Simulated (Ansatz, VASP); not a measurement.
**AlN: VASP beside Ansatz**

```
Al N
1.0
     0.00000    2.03526    2.03526
     2.03526    0.00000    2.03526
     2.03526    2.03526    0.00000
Al N
1 1
Direct
  0.00000 0.00000 0.00000
  0.50000 0.50000 0.50000
```

Alike in both runs: functional PBE; k mesh 10 × 10 × 10; occupations gaussian, width 0.02 eV; no spin polarisation.

Ansatz relaxed the structure, and its values are those at the end. VASP's run is a single point on that final structure, the one shown.

|  | VASP | Ansatz |
| --- | --- | --- |
| version | VASP 6.6.1 | Ansatz 0.2.0 |
| potentials or method | VASP PAW PBE potentials, release 64 (Al, N), cutoff 520 eV | scalar-relativistic, plane waves, PAW |
| valence electrons in the cell | 8 | 8 |

Ansatz gave:

```
gap on the k mesh at the Fermi level (eV) : 4.44
least direct gap on the mesh (eV)         : 5.38
pressure (GPa)                            : 0.0
```

Task: Estimate VASP's values.

Result: gap on the k mesh at the Fermi level (eV): 4.41; least direct gap on the mesh (eV): 5.39; pressure (GPa): -0.3.

With one functional, cell and mesh, what is left measures potentials, basis and numerics.
